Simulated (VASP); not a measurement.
# BePd in VASP: further runs

BePd is run at these levels: LDA; tasks: electric field gradients.

All numbers are computed with VASP 6.6.1; they aren't measurements. Logs are shortened: lines on timing, memory, paths and dates and some standing lists are left out, and cuts for length are marked.

## 1. The cell of the first run

The structure is cubic, space group Pm-3m (No. 221). The conventional cell has a = 2.756 Å, b = 2.756 Å, c = 2.756 Å, α = 90.00°, β = 90.00°, γ = 90.00°. Be (site symmetry m-3m) has 8 Pd at 2.39 Å and 6 Be at 2.76 Å within 3.2 Å. Pd (site symmetry m-3m) has 8 Be at 2.39 Å and 6 Pd at 2.76 Å within 3.2 Å.

## 2. Electric field gradients, LDA (volume scaled by 0.94)

Input file INCAR:

```
  PREC = Accurate
  ENCUT = 520
  EDIFF = 1E-8
  ISMEAR = -1
  SIGMA = 0.08
  LREAL = F
  LASPH = T
  NELM = 60
  ALGO = Normal
  ISIF = 2
  LWAVE = F
  LCHARG = F
  LEFG = T
  NBANDS = 13
```

Input file KPOINTS:

```
regular mesh
0
Gamma
  12 12 12
```

Input file POSCAR:

```
BePd
1.0
    2.7555757238      0.0000000000      0.0000000000
    0.0000000000      2.7555757238      0.0000000000
    0.0000000000      0.0000000000      2.7555757238
Be Pd
1 1
Direct
    0.0000000000      0.0000000000      0.0000000000
    0.5000000000      0.5000000000      0.5000000000
```

Potentials or basis: VASP PAW LDA potentials, release 64 (Be, Pd).

The run is started by

```
$ cat potpaw_LDA.64/Be/POTCAR potpaw_LDA.64/Pd/POTCAR > POTCAR
$ mpirun -np 1 vasp_std > vasp.out
```

OUTCAR:

```text
PREC = Accurate
   ENCUT = 520
   EDIFF = 1E-8
   ISMEAR = -1
   LREAL = F
   LASPH = T
   NELM = 60
   ISIF = 2

 ion  position               nearest neighbor table
   1  0.000  0.000  0.000-   2 2.39   2 2.39   2 2.39   2 2.39   2 2.39   2 2.39   2 2.39   2 2.39

   2  0.500  0.500  0.500-   1 2.39   1 2.39   1 2.39   1 2.39   1 2.39   1 2.39   1 2.39   1 2.39

  LATTYP: Found a simple cubic cell.
 ALAT       =     2.7555757238

  Lattice vectors:

 A1 = (   2.7555757238,   0.0000000000,   0.0000000000)
 A2 = (   0.0000000000,   2.7555757238,   0.0000000000)
 A3 = (   0.0000000000,   0.0000000000,   2.7555757238)

Analysis of symmetry for initial positions (statically):
=====================================================================
 Subroutine PRICEL returns:
 Original cell was already a primitive cell.

 Routine SETGRP: Setting up the symmetry group for a
 simple cubic supercell.

 Subroutine GETGRP returns: Found 48 space group operations
 (whereof 48 operations were pure point group operations)
 out of a pool of 48 trial point group operations.

The static configuration has the point symmetry O_h .

Analysis of symmetry for dynamics (positions and initial velocities):
=====================================================================
 Subroutine PRICEL returns:
 Original cell was already a primitive cell.

 Routine SETGRP: Setting up the symmetry group for a
 simple cubic supercell.

 Subroutine GETGRP returns: Found 48 space group operations
 (whereof 48 operations were pure point group operations)
 out of a pool of 48 trial point group operations.

The dynamic configuration has the point symmetry O_h .

 Subroutine INISYM returns: Found 48 space group operations
 (whereof 48 operations are pure point group operations),
 and found     1 'primitive' translations

----------------------------------------------------------------------------------------

                                     Primitive cell

  volume of cell :      20.9236

  direct lattice vectors                    reciprocal lattice vectors
     2.755575724  0.000000000  0.000000000     0.362900570  0.000000000  0.000000000
     0.000000000  2.755575724  0.000000000     0.000000000  0.362900570  0.000000000
[... 134 lines left out ...]
 val. band max:       10.6317327268   @ k =   0.5000   0.1667   0.0000
 cond. band min:      10.6740738616   @ k =   0.5000   0.1667   0.0833
 fundamental gap:      0.0423411348
 Fermi energy:        10.6597187657

 k-point     1 :       0.0000    0.0000    0.0000
  band No.  band energies     occupation
      1       0.5351      2.00000
      2       4.5617      2.00000
      3       4.5617      2.00000
      4       8.1880      2.00000
      5       8.1880      2.00000
      6       8.1880      2.00000
      7      16.0232      0.00000
      8      16.0232      0.00000
      9      16.0232      0.00000
     10      25.5246      0.00000
     11      25.5246      0.00000
     12      28.5108      0.00000
     13      34.5368      0.00000
[... 354 lines left out ...]
  band No.  band energies     occupation
      1       3.7012      2.00000
      2       4.8328      2.00000
      3       6.8010      2.00000
      4       6.9681      2.00000
      5       7.3234      2.00000
      6       7.7372      2.00000
      7      10.8260      0.22250
      8      17.0638      0.00000
      9      18.9260      0.00000
     10      19.9198      0.00000
     11      26.5632      0.00000
     12      28.0973      0.00000
     13      30.3936      0.00000

 [... further k-points ...]

------------------------ aborting loop because EDIFF is reached ----------------------------------------

  FORCE on cell =-STRESS in cart. coord.  units (eV):
  Direction    XX          YY          ZZ          XY          YZ          ZX
  --------------------------------------------------------------------------------------
  -------------------------------------------------------------------------------------
  Total        0.6266593      0.6266593      0.6266593      0.0000000     -0.0000000      0.0000000
  in kB       47.9849447     47.9849447     47.9849447      0.0000000     -0.0000000      0.0000000
  external PRESSURE =      47.9849447 kB  Pullay stress =       0.0000000 kB

 VOLUME and BASIS-vectors are now :
 -----------------------------------------------------------------------------
  energy-cutoff  :      520.00
  volume of cell :       20.92
      direct lattice vectors                 reciprocal lattice vectors
     2.755575724  0.000000000  0.000000000     0.362900570  0.000000000  0.000000000
     0.000000000  2.755575724  0.000000000     0.000000000  0.362900570  0.000000000
     0.000000000  0.000000000  2.755575724     0.000000000  0.000000000  0.362900570

 POSITION                                       TOTAL-FORCE (eV/Angst)
 -----------------------------------------------------------------------------------
      0.00000      0.00000      0.00000         0.000000      0.000000      0.000000
      1.37779      1.37779      1.37779         0.000000      0.000000      0.000000
 -----------------------------------------------------------------------------------
    total drift:                               -0.000000      0.000000     -0.000000

  FREE ENERGIE OF THE ION-ELECTRON SYSTEM (eV)
  ---------------------------------------------------
  free  energy   TOTEN  =       -11.9519467402 eV

  energy  without entropy=      -11.9350293250  energy(sigma->0) =      -11.94348803

 Electric field gradients (V/A^2)
---------------------------------------------------------------------
 ion       V_xx      V_yy      V_zz      V_xy      V_xz      V_yz
---------------------------------------------------------------------
   1      -0.000     0.000    -0.000    -0.000     0.000    -0.000
   2      -0.000    -0.000     0.000     0.000    -0.000    -0.000
---------------------------------------------------------------------

 Electric field gradients after diagonalization (V/A^2)
 (convention: |V_zz| > |V_xx| > |V_yy|)
----------------------------------------------------------------------
 ion       V_xx      V_yy      V_zz     asymmetry (V_yy - V_xx)/ V_zz
----------------------------------------------------------------------
   1       0.000    -0.000    -0.000       0.982
   2      -0.000    -0.000     0.000       0.320
----------------------------------------------------------------------

           NMR quadrupolar parameters

 Cq : quadrupolar parameter    Cq=e*Q*V_zz/h
 eta: asymmetry parameters     (V_yy - V_xx)/ V_zz
 Q  : nuclear electric quadrupole moment in mb (millibarn)
----------------------------------------------------------------------
 ion       Cq(MHz)       eta       Q (mb)
----------------------------------------------------------------------
   1      -0.000       0.982       1.000
   2       0.000       0.320       1.000
----------------------------------------------------------------------
```

stdout:

```text
POSCAR found type information on POSCAR BePd
 POSCAR found :  2 types and       2 ions
 scaLAPACK will be used
 LDA part: xc-table for (Slater(with rela. corr.)+CA(PZ))
 , standard interpolation
 POSCAR, INCAR and KPOINTS ok, starting setup
 FFT: planning ... GRIDC
 FFT: planning ... GRID_SOFT
 FFT: planning ... GRID
 WAVECAR not read
 entering main loop
ion   1

ion   2
```

Run time: 9.9 s. Hardware: 1 thread of Intel Xeon 6975P-C, shared host; peak memory 0.14 GiB.

What came out:

```
Free energy            : -11.9519 eV
Pressure               : 4.8 GPa
Band gap on the k mesh : zero (band 6 reaches 15.70 eV, above the bottom of band 7 at 9.33 eV)
```

Caveat: without QUAD_EFG the Cq values of the log hold for a quadrupole moment of 1 mb, not for the nuclei.

## 3. Electric field gradients, LDA (volume scaled by 0.94)

Input file INCAR:

```
SYSTEM = BePd
ALGO = Normal
EDIFF = 1E-8
ENCUT = 520
GGA = CA
ISIF = 2
ISMEAR = -1
LASPH = .True.
LCHARG = .False.
LEFG = .True.
LREAL = .False.
LWAVE = .False.
NBANDS = 13
NELM = 100
PREC = Accurate
SIGMA = 0.08
```

Input file KPOINTS:

```
k-points
0
Gamma
  12 12 12
  0 0 0
```

POSCAR is that of step 2.

Potentials or basis: VASP PAW LDA potentials, release 64 (Be, Pd).

The run is started by

```
$ cat potpaw_LDA.64/Be/POTCAR potpaw_LDA.64/Pd/POTCAR > POTCAR
$ mpirun -np 1 vasp_std > vasp.out
```

OUTCAR:

```text
SYSTEM = BePd
   EDIFF = 1E-8
   ENCUT = 520
   GGA = CA
   ISIF = 2
   ISMEAR = -1
   LASPH = .True.
   LREAL = .False.
   NELM = 100
   PREC = Accurate

 ion  position               nearest neighbor table
   1  0.000  0.000  0.000-   2 2.39   2 2.39   2 2.39   2 2.39   2 2.39   2 2.39   2 2.39   2 2.39

   2  0.500  0.500  0.500-   1 2.39   1 2.39   1 2.39   1 2.39   1 2.39   1 2.39   1 2.39   1 2.39

  LATTYP: Found a simple cubic cell.
 ALAT       =     2.7555757238

  Lattice vectors:

 A1 = (   2.7555757238,   0.0000000000,   0.0000000000)
 A2 = (   0.0000000000,   2.7555757238,   0.0000000000)
 A3 = (   0.0000000000,   0.0000000000,   2.7555757238)

Analysis of symmetry for initial positions (statically):
=====================================================================
 Subroutine PRICEL returns:
 Original cell was already a primitive cell.

 Routine SETGRP: Setting up the symmetry group for a
 simple cubic supercell.

 Subroutine GETGRP returns: Found 48 space group operations
 (whereof 48 operations were pure point group operations)
 out of a pool of 48 trial point group operations.

The static configuration has the point symmetry O_h .

Analysis of symmetry for dynamics (positions and initial velocities):
=====================================================================
 Subroutine PRICEL returns:
 Original cell was already a primitive cell.

 Routine SETGRP: Setting up the symmetry group for a
 simple cubic supercell.

 Subroutine GETGRP returns: Found 48 space group operations
 (whereof 48 operations were pure point group operations)
 out of a pool of 48 trial point group operations.

The dynamic configuration has the point symmetry O_h .

[... 527 lines left out ...]
      6       7.7372      2.00000
      7      10.8260      0.22250
      8      17.0638      0.00000
      9      18.9260      0.00000
     10      19.9198      0.00000
     11      26.5632      0.00000
     12      28.0973      0.00000
     13      30.3936      0.00000

 [... further k-points ...]

------------------------ aborting loop because EDIFF is reached ----------------------------------------

  FORCE on cell =-STRESS in cart. coord.  units (eV):
  Direction    XX          YY          ZZ          XY          YZ          ZX
  --------------------------------------------------------------------------------------
  -------------------------------------------------------------------------------------
  Total        0.6266593      0.6266593      0.6266593      0.0000000     -0.0000000      0.0000000
  in kB       47.9849447     47.9849447     47.9849447      0.0000000     -0.0000000      0.0000000
  external PRESSURE =      47.9849447 kB  Pullay stress =       0.0000000 kB

 VOLUME and BASIS-vectors are now :
 -----------------------------------------------------------------------------
  energy-cutoff  :      520.00
  volume of cell :       20.92
      direct lattice vectors                 reciprocal lattice vectors
     2.755575724  0.000000000  0.000000000     0.362900570  0.000000000  0.000000000
     0.000000000  2.755575724  0.000000000     0.000000000  0.362900570  0.000000000
     0.000000000  0.000000000  2.755575724     0.000000000  0.000000000  0.362900570

 POSITION                                       TOTAL-FORCE (eV/Angst)
 -----------------------------------------------------------------------------------
      0.00000      0.00000      0.00000         0.000000      0.000000      0.000000
      1.37779      1.37779      1.37779         0.000000      0.000000      0.000000
 -----------------------------------------------------------------------------------
    total drift:                               -0.000000      0.000000     -0.000000

  FREE ENERGIE OF THE ION-ELECTRON SYSTEM (eV)
  ---------------------------------------------------
  free  energy   TOTEN  =       -11.9519467402 eV

  energy  without entropy=      -11.9350293250  energy(sigma->0) =      -11.94348803

 Electric field gradients (V/A^2)
---------------------------------------------------------------------
 ion       V_xx      V_yy      V_zz      V_xy      V_xz      V_yz
---------------------------------------------------------------------
   1      -0.000     0.000    -0.000    -0.000     0.000    -0.000
   2      -0.000    -0.000     0.000     0.000    -0.000    -0.000
---------------------------------------------------------------------

 Electric field gradients after diagonalization (V/A^2)
 (convention: |V_zz| > |V_xx| > |V_yy|)
----------------------------------------------------------------------
 ion       V_xx      V_yy      V_zz     asymmetry (V_yy - V_xx)/ V_zz
----------------------------------------------------------------------
   1       0.000    -0.000    -0.000       0.982
   2      -0.000    -0.000     0.000       0.320
----------------------------------------------------------------------

           NMR quadrupolar parameters

 Cq : quadrupolar parameter    Cq=e*Q*V_zz/h
 eta: asymmetry parameters     (V_yy - V_xx)/ V_zz
 Q  : nuclear electric quadrupole moment in mb (millibarn)
----------------------------------------------------------------------
 ion       Cq(MHz)       eta       Q (mb)
----------------------------------------------------------------------
   1      -0.000       0.982       1.000
   2       0.000       0.320       1.000
----------------------------------------------------------------------
```

Run time: 10 s. Hardware: 1 thread of Intel Xeon 6975P-C, shared host; peak memory 0.14 GiB.

What came out:

| Item | Value |
| --- | --- |
| Free energy | -11.9519 eV |
| Pressure | 4.8 GPa |
| Band gap on the k mesh | zero (band 6 reaches 15.70 eV, above the bottom of band 7 at 9.33 eV) |

Levels at points of the mesh, in eV from the Fermi level:
```tsv
k point	band 4	band 5	band 6	band 7	band 8	band 9
(0.00, 0.00, 0.00)	-2.47	-2.47	-2.47	5.36	5.36	5.36
(0.50, 0.00, 0.00)	-4.20	-4.20	-2.31	0.03	10.51	10.51
(0.50, 0.50, 0.00)	-3.60	-2.09	-2.09	-1.33	5.84	6.61
(0.50, 0.50, 0.50)	-1.25	-1.25	5.04	5.73	5.73	5.73
```

Caveat: without QUAD_EFG the Cq values of the log hold for a quadrupole moment of 1 mb, not for the nuclei.

(Continued in part 2 of 3.)
